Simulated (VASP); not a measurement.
# CaO (Fm-3m) in VASP: a series of runs

Runs on CaO. Level: PBEsol. Tasks: single point, relaxation of volume and atoms at fixed shape.

All numbers are computed with VASP 6.6.1; they aren't measurements. Logs are shortened: lines on timing, memory, paths and dates and some standing lists are left out, and cuts for length are marked.

### Step 1. The cell of the first run

Symmetry: Fm-3m, No. 225, cubic system. The conventional cell has a = 4.768 Å, b = 4.768 Å, c = 4.768 Å, α = 90.00°, β = 90.00°, γ = 90.00°. Within 3.1 Å of Ca (site symmetry m-3m) lie 6 O at 2.38 Å. Within 3.1 Å of O (site symmetry m-3m) lie 6 Ca at 2.38 Å.

### Step 2. Single point, PBEsol

INCAR

```
PREC = Accurate ; ENCUT = 600
EDIFF = 1E-6 ; ISMEAR = 0
SIGMA = 0.01 ; LREAL = False
LASPH = True ; NELM = 120
ALGO = Normal ; ISIF = 2
LWAVE = False ; LCHARG = False
GGA = PS ; NBANDS = 15
GGA_COMPAT = False
```

KPOINTS

```
regular mesh
0
Gamma
  6 6 6
```

POSCAR

```
CaO
1.0
    0.0000000000      2.3839251370      2.3839251370
    2.3839251370      0.0000000000      2.3839251370
    2.3839251370      2.3839251370      0.0000000000
Ca O
1 1
Direct
    0.0000000000      0.0000000000      0.0000000000
    0.5000000000      0.5000000000      0.5000000000
```

Potentials or basis: VASP PAW PBE potentials, release 64 (Ca_sv, O).

Command:

```console
$ cat potpaw_PBE.64/Ca_sv/POTCAR potpaw_PBE.64/O/POTCAR > POTCAR
$ mpirun -np 1 vasp_std > vasp.out
```

OUTCAR:

```text
PREC = Accurate
   ENCUT = 600
   EDIFF = 1E-6
   ISMEAR = 0
   LREAL = False
   LASPH = True
   NELM = 120
   ISIF = 2
   GGA = PS

 ion  position               nearest neighbor table
   1  0.000  0.000  0.000-   2 2.38   2 2.38   2 2.38   2 2.38   2 2.38   2 2.38
   2  0.500  0.500  0.500-   1 2.38   1 2.38   1 2.38   1 2.38   1 2.38   1 2.38

  LATTYP: Found a face centered cubic cell.
 ALAT       =     4.7678502740

  Lattice vectors:

 A1 = (   0.0000000000,   2.3839251370,   2.3839251370)
 A2 = (   2.3839251370,   0.0000000000,   2.3839251370)
 A3 = (   2.3839251370,   2.3839251370,   0.0000000000)

Analysis of symmetry for initial positions (statically):
=====================================================================
 Subroutine PRICEL returns:
 Original cell was already a primitive cell.

 Routine SETGRP: Setting up the symmetry group for a
 face centered cubic supercell.

 Subroutine GETGRP returns: Found 48 space group operations
 (whereof 48 operations were pure point group operations)
 out of a pool of 48 trial point group operations.

The static configuration has the point symmetry O_h .

Analysis of symmetry for dynamics (positions and initial velocities):
=====================================================================
 Subroutine PRICEL returns:
 Original cell was already a primitive cell.

 Routine SETGRP: Setting up the symmetry group for a
 face centered cubic supercell.

 Subroutine GETGRP returns: Found 48 space group operations
 (whereof 48 operations were pure point group operations)
 out of a pool of 48 trial point group operations.

The dynamic configuration has the point symmetry O_h .

 Subroutine INISYM returns: Found 48 space group operations
 (whereof 48 operations are pure point group operations),
 and found     1 'primitive' translations

----------------------------------------------------------------------------------------

                                     Primitive cell

  volume of cell :      27.0962

  direct lattice vectors                    reciprocal lattice vectors
     0.000000000  2.383925137  2.383925137    -0.209738130  0.209738130  0.209738130
     2.383925137  0.000000000  2.383925137     0.209738130 -0.209738130  0.209738130
     2.383925137  2.383925137  0.000000000     0.209738130  0.209738130 -0.209738130

  length of vectors
     3.371379260  3.371379260  3.371379260     0.363277097  0.363277097  0.363277097

  position of ions in fractional coordinates (direct lattice)
     0.000000000  0.000000000  0.000000000
     0.500000000  0.500000000  0.500000000

  ion indices of the primitive-cell ions
   primitive index   ion index
                 1           1
                 2           2

----------------------------------------------------------------------------------------

 KPOINTS: regular mesh

Automatic generation of k-mesh.
 Grid dimensions read from file:
 generate k-points for:    6    6    6

 Generating k-lattice:

  Cartesian coordinates                     Fractional coordinates (reciprocal lattice)
    -0.034956355  0.034956355  0.034956355     0.166666667  0.000000000  0.000000000
     0.034956355 -0.034956355  0.034956355     0.000000000  0.166666667  0.000000000
     0.034956355  0.034956355 -0.034956355     0.000000000  0.000000000  0.166666667

  Length of vectors
     0.060546183  0.060546183  0.060546183

  Shift w.r.t. Gamma in fractional coordinates (k-lattice)
     0.000000000  0.000000000  0.000000000

 Subroutine IBZKPT returns following result:
 ===========================================

 Found     16 irreducible k-points:

 Following reciprocal coordinates:
            Coordinates               Weight
  0.000000  0.000000  0.000000      1.000000
  0.166667  0.000000  0.000000      8.000000
  0.333333  0.000000  0.000000      8.000000
  0.500000  0.000000  0.000000      4.000000
  0.166667  0.166667  0.000000      6.000000
  0.333333  0.166667  0.000000     24.000000
[... 8 lines left out ...]
 -0.333333  0.333333  0.166667     24.000000
 -0.333333  0.500000  0.166667     12.000000
   k-points           NKPTS =     16   k-points in BZ     NKDIM =     16   number of bands    NBANDS=     15
   number of dos      NEDOS =    301   number of ions     NIONS =      2
   total plane-waves  NPLWV =  21952
   dimension x,y,z NGX =    28 NGY =   28 NGZ =   28
   dimension x,y,z NGXF=    56 NGYF=   56 NGZF=   56
   ions per type =               1   1
   NGX,Y,Z   is equivalent  to a cutoff of  13.81, 13.81, 13.81 a.u.
   NGXF,Y,Z  is equivalent  to a cutoff of  27.61, 27.61, 27.61 a.u.
 SYSTEM =  unknown system
   PREC   = accura    normal or accurate (medium, high low for compatibility)
   ISTART =      0    job   : 0-new  1-cont  2-samecut
   ICHARG =      2    charge: 1-file 2-atom 10-const
   ISPIN  =      1    spin polarized calculation?
   LNONCOLLINEAR =      F non collinear calculations
   LSORBIT =      F    spin-orbit coupling
   LASPH  =      T    aspherical Exc in radial PAW
   ENCUT  =  600.0 eV  44.10 Ry    6.64 a.u.   6.73  6.73  6.73*2*pi/ulx,y,z
   NELM   =    120;   NELMIN=  2; NELMDL= -5     # of ELM steps
   EDIFF  = 0.1E-05   stopping-criterion for ELM
   LREAL  =      F    real-space projection
   EDIFFG = 0.1E-04   stopping-criterion for IOM
   NSW    =      0    number of steps for IOM
   IBRION =     -1    ionic relax: 0-MD 1-quasi-New 2-CG
   NFREE  =      0    steps in history (QN), initial steepest desc. (CG)
   ISIF   =      2    stress and relaxation
   ISYM   =      2    0-nonsym 1-usesym 2-fastsym
   POTIM  = 0.5000    time-step for ionic-motion
   TEBEG  =    0.0;   TEEND  =   0.0 temperature during run
   PSTRESS=    0.0 pullay stress
   NELECT =      16.0000    total number of electrons
   NUPDOWN=      -1.0000    fix difference up-down
   EMIN   =  10.00;   EMAX   =-10.00  energy-range for DOS
   EFERMI =   0.00;   METHOD = LEGACY
   ISMEAR =     0;   SIGMA  =   0.01  broadening in eV -4-tet -1-fermi 0-gaus
   EFERMI_NEDOS =   21; number of points for ismear=-14 and -15
   IALGO  =     38    algorithm
   IMIX   =      4    mixing-type and parameters
     AMIX     =   0.40;   BMIX     =  1.00
     AMIX_MAG =   1.60;   BMIX_MAG =  1.00
  volume/ion in A,a.u.               =      13.55        91.43
  Fermi-wavevector in a.u.,A,eV,Ry     =   1.373448  2.595440 25.665477  1.886359
  Thomas-Fermi vector in A             =   2.498964
   LORBIT       =      0    0 simple, 1 ext, 2 COOP (PROOUT), +10 PAW based schemes
   GGA     = PS    functional components
   LHFCALC =     F    Hartree Fock is set to
   AEXX    =    0.0000 exact exchange contribution
   IVDW    =     0    specifies the selected vdW correction
   LEPSILON=     F    determine dielectric tensor
   LRPA    =     F    only Hartree local field effects (RPA)
 non-spin polarized calculation
 Gauss-broadening in eV      SIGMA  =   0.01
  energy-cutoff  :      600.00
  volume of cell :       27.10
 maximum number of plane-waves:       934
   NGX = 13   NGY = 13   NGZ = 13

 number of electron      15.9999997 magnetization

 Free energy of the ion-electron system (eV)
  ---------------------------------------------------
  ext. energy  EPLUGINS =         0.00000000
  ---------------------------------------------------
  free energy    TOTEN  =       -13.41307549 eV

  energy without entropy =      -13.41307549  energy(sigma->0) =      -13.41307549

 E-fermi :   2.4390     XC(G=0): -10.8565

 val. band max:        2.3330346190   @ k =   0.0000   0.0000   0.0000
 cond. band min:       5.8548710877   @ k =   0.5000   0.5000   0.0000
 fundamental gap:      3.5218364687
 Fermi energy:         2.4389916866

 k-point     1 :       0.0000    0.0000    0.0000
  band No.  band energies     occupation
      1     -34.9572      2.00000
      2     -15.7797      2.00000
      3     -15.7797      2.00000
      4     -15.7797      2.00000
      5     -13.1588      2.00000
      6       2.3330      2.00000
      7       2.3330      2.00000
      8       2.3330      2.00000
      9       7.0926      0.00000
     10       8.5816      0.00000
     11       8.5816      0.00000
     12       8.5816      0.00000
     13      10.1617      0.00000
     14      10.1617      0.00000
     15      17.3105      0.00000

 k-point     2 :       0.1667    0.0000    0.0000
  band No.  band energies     occupation
      1     -34.9277      2.00000
      2     -16.1870      2.00000
      3     -15.7946      2.00000
      4     -15.7946      2.00000
      5     -12.7353      2.00000
      6       1.4366      2.00000
      7       1.9612      2.00000
      8       1.9612      2.00000
      9       8.2099      0.00000
     10       8.5621      0.00000
     11       9.0636      0.00000
     12       9.0636      0.00000
     13      10.8226      0.00000
     14      10.8226      0.00000
     15      18.2783      0.00000

 k-point     3 :       0.3333    0.0000    0.0000
  band No.  band energies     occupation
      1     -34.8681      2.00000
      2     -16.7977      2.00000
      3     -15.8240      2.00000
      4     -15.8240      2.00000
      5     -12.0871      2.00000
      6       0.1254      2.00000
      7       1.3357      2.00000
      8       1.3357      2.00000
      9       8.8969      0.00000
     10      10.1504      0.00000
     11      10.1766      0.00000
     12      10.1766      0.00000
     13      12.1830      0.00000
     14      12.1830      0.00000
     15      17.7624      0.00000

 k-point     4 :       0.5000    0.0000    0.0000
  band No.  band energies     occupation
      1     -34.8379      2.00000
      2     -17.0503      2.00000
      3     -15.8385      2.00000
      4     -15.8385      2.00000
      5     -11.8122      2.00000
      6      -0.4202      2.00000
      7       1.0638      2.00000
      8       1.0638      2.00000
      9       9.4617      0.00000
     10      10.8396      0.00000
     11      10.8396      0.00000
     12      10.8492      0.00000
     13      13.0116      0.00000
     14      13.0116      0.00000
     15      16.8158      0.00000
[... 163 lines left out ...]
 k-point    14 :       0.5000    0.3333    0.1667
  band No.  band energies     occupation
      1     -34.8302      2.00000
      2     -16.6299      2.00000
      3     -16.0688      2.00000
      4     -15.9299      2.00000
      5     -12.3141      2.00000
      6       0.4304      2.00000
      7       1.3145      2.00000
      8       1.5660      2.00000
      9       7.7072      0.00000
     10       9.9756      0.00000
     11      10.9594      0.00000
     12      11.1860      0.00000
     13      12.2609      0.00000
     14      13.7877      0.00000
     15      17.7143      0.00000

 k-point    15 :      -0.3333    0.3333    0.1667
  band No.  band energies     occupation
      1     -34.8106      2.00000
      2     -16.6248      2.00000
      3     -16.1498      2.00000
      4     -15.9986      2.00000
      5     -12.2927      2.00000
      6       0.5459      2.00000
      7       1.2099      2.00000
      8       1.2852      2.00000
      9       8.8912      0.00000
     10       8.9059      0.00000
     11      11.1966      0.00000
     12      11.6216      0.00000
     13      12.6612      0.00000
     14      15.4122      0.00000
     15      16.2625      0.00000

 k-point    16 :      -0.3333    0.5000    0.1667
  band No.  band energies     occupation
      1     -34.8018      2.00000
      2     -16.3539      2.00000
      3     -16.2222      2.00000
      4     -16.1430      2.00000
      5     -12.5685      2.00000
      6       1.1062      2.00000
      7       1.2140      2.00000
      8       1.5061      2.00000
      9       7.3127      0.00000
     10      10.0839      0.00000
     11      10.8555      0.00000
     12      12.0960      0.00000
     13      12.2481      0.00000
     14      15.4249      0.00000
     15      16.1782      0.00000

------------------------ aborting loop because EDIFF is reached ----------------------------------------

  FORCE on cell =-STRESS in cart. coord.  units (eV):
  Direction    XX          YY          ZZ          XY          YZ          ZX
  --------------------------------------------------------------------------------------
  -------------------------------------------------------------------------------------
  Total        0.0798114      0.0798114      0.0798114     -0.0000000     -0.0000000      0.0000000
  in kB        4.7191930      4.7191930      4.7191930     -0.0000000     -0.0000000      0.0000000
  external PRESSURE =       4.7191930 kB  Pullay stress =       0.0000000 kB

 VOLUME and BASIS-vectors are now :
 -----------------------------------------------------------------------------
  energy-cutoff  :      600.00
  volume of cell :       27.10
      direct lattice vectors                 reciprocal lattice vectors
     0.000000000  2.383925137  2.383925137    -0.209738130  0.209738130  0.209738130
     2.383925137  0.000000000  2.383925137     0.209738130 -0.209738130  0.209738130
     2.383925137  2.383925137  0.000000000     0.209738130  0.209738130 -0.209738130

 POSITION                                       TOTAL-FORCE (eV/Angst)
 -----------------------------------------------------------------------------------
      0.00000      0.00000      0.00000         0.000000      0.000000     -0.000000
      2.38393      2.38393      2.38393        -0.000000     -0.000000      0.000000
 -----------------------------------------------------------------------------------
    total drift:                                0.000000      0.000000      0.000000

  FREE ENERGIE OF THE ION-ELECTRON SYSTEM (eV)
  ---------------------------------------------------
  free  energy   TOTEN  =       -13.4130754946 eV

  energy  without entropy=      -13.4130754946  energy(sigma->0) =      -13.41307549
```

Wall time 18 s (1 thread of Intel Xeon 8259CL, shared host); peak memory 0.16 GiB.

Results:

```yaml
Free_energy: -13.4131 eV
Pressure: 0.5 GPa
Band_gap_on_the_k_mesh: 3.52 eV (least direct gap 3.89 eV)
```

Caveat: the PAW data sets were made with another functional, which shifts forces and pressure a little. Expect the measured gap to be larger: semilocal functionals such as PBEsol lack the derivative discontinuity.

### Step 3. Relaxation of volume and atoms at fixed shape, PBEsol

This run uses another cell than the first one, of 13.94 Å³/atom.

INCAR

```
ALGO = Normal
EDIFF = 1E-7
EDIFFG = -0.05
ENCUT = 600
GGA = PS
GGA_COMPAT = False
IBRION = 2
ISIF = 8
ISMEAR = 0
LASPH = True
LCHARG = False
LREAL = False
LWAVE = False
NELM = 120
NELMIN = 4
NSW = 80
PREC = Accurate
SIGMA = 0.01
```

KPOINTS

```
k-points
0
Gamma
  6 6 6
```

POSCAR

```
CaO
1.0
    0.0000000000      2.4065000000      2.4065000000
    2.4065000000      0.0000000000      2.4065000000
    2.4065000000      2.4065000000      0.0000000000
Ca O
1 1
Direct
    0.0000000000      0.0000000000      0.0000000000
    0.5000000000      0.5000000000      0.5000000000
```

Potentials or basis: VASP PAW PBE potentials, release 64 (Ca_sv, O).

Command:

```console
$ cat potpaw_PBE.64/Ca_sv/POTCAR potpaw_PBE.64/O/POTCAR > POTCAR
$ mpirun -np 1 vasp_std > vasp.out
```

Wall time 43 s (1 thread of Intel Xeon 8259CL, shared host); peak memory 0.17 GiB.

Results (log left out):

- Free energy: -13.4145 eV
- Relaxed volume: 13.61 Å³/atom
- Relaxed cell: a = 3.376 Å, b = 3.376 Å, c = 3.376 Å, α = 60.00°, β = 60.00°, γ = 60.00°
- Space group after relaxing (to 0.1 Å): Fm-3m (No. 225)
- Energy gained by relaxing: 2.8 meV/atom
- Ionic steps: 3
- Pressure after relaxing: 0.0 GPa
- Band gap on the k mesh: 3.53 eV (least direct gap 3.90 eV)

The path:
```
step  energy change (eV)  largest force (eV/Å)  pressure (GPa)  volume (Å³)
   1              0.0000                0.0000           -2.62        27.87
   2             -0.0047                0.0000            1.08        26.96
   3             -0.0055                0.0000            0.00        27.21
```

Final structure:
```
Ca O
1.0
     0.00000    2.38736    2.38736
     2.38736    0.00000    2.38736
     2.38736    2.38736    0.00000
Ca O
1 1
Direct
  0.00000 0.00000 0.00000
  0.50000 0.50000 0.50000
```

Levels at points of the mesh, in eV from the valence-band top:
```csv
k point,band 4,band 5,band 6,band 7,band 8,band 9,band 10,band 11,band 12
"(0.00, 0.00, 0.00)",-18.13,-15.48,0.00,0.00,0.00,4.73,6.24,6.24,6.24
"(0.50, 0.00, 0.00)",-18.19,-14.16,-2.74,-1.26,-1.26,7.11,8.48,8.48,8.48
"(0.50, 0.50, 0.00)",-18.38,-15.24,-1.31,-0.37,-0.37,3.53,8.19,9.04,9.73
```

Caveat: the PAW data sets were made with another functional, which shifts forces and pressure a little.

### Step 4. Relaxation of volume and atoms at fixed shape, PBEsol

This run uses another cell than the first one, of 13.94 Å³/atom.

INCAR

```
SYSTEM = CaO
  PREC = Accurate
  ENCUT = 600
  EDIFF = 1E-7
  ISMEAR = 0
  SIGMA = 0.01
  LREAL = .FALSE.
  LASPH = .TRUE.
  NELM = 120
  ALGO = Normal
  ISIF = 8
  LWAVE = .FALSE.
  LCHARG = .FALSE.
  GGA = PS
  IBRION = 2
  NSW = 80
  EDIFFG = -0.05
  GGA_COMPAT = .FALSE.
  NELMIN = 4
```

KPOINTS

```
Automatic mesh
0
G
  6 6 6
  0 0 0
```

POSCAR is that of step 3.

Command:

```console
$ cat potpaw_PBE.64/Ca_sv/POTCAR potpaw_PBE.64/O/POTCAR > POTCAR
$ mpirun -np 1 vasp_std > vasp.out
```

Wall time 40 s (1 thread of Intel Xeon 8259CL, shared host); peak memory 0.17 GiB.

It converged, with:

```yaml
Free_energy: -13.4145 eV
Relaxed_volume: 13.61 Å³/atom
Relaxed_cell: a = 3.376 Å, b = 3.376 Å, c = 3.376 Å, α = 60.00°, β = 60.00°, γ = 60.00°
Space_group_after_relaxing_to_0.1_Å: Fm-3m (No. 225)
Energy_gained_by_relaxing: 2.8 meV/atom
Ionic_steps: 3
Pressure_after_relaxing: 0.0 GPa
Band_gap_on_the_k_mesh: 3.53 eV (least direct gap 3.90 eV)
```

The path:
```
step  energy change (eV)  largest force (eV/Å)  pressure (GPa)  volume (Å³)
   1              0.0000                0.0000           -2.62        27.87
   2             -0.0047                0.0000            1.08        26.96
   3             -0.0055                0.0000            0.00        27.21
```

Final structure:
```
Ca O
1.0
     0.00000    2.38736    2.38736
     2.38736    0.00000    2.38736
     2.38736    2.38736    0.00000
Ca O
1 1
Direct
  0.00000 0.00000 0.00000
  0.50000 0.50000 0.50000
```

Levels at points of the mesh, in eV from the valence-band top:
```csv
k point,band 6,band 7,band 8,band 9,band 10,band 11
"(0.00, 0.00, 0.00)",0.00,0.00,0.00,4.73,6.24,6.24
"(0.50, 0.00, 0.00)",-2.74,-1.26,-1.26,7.11,8.48,8.48
"(0.50, 0.50, 0.00)",-1.31,-0.37,-0.37,3.53,8.19,9.04
```

Caveat: the PAW data sets were made with another functional, which shifts forces and pressure a little. A k mesh can miss the band edges.
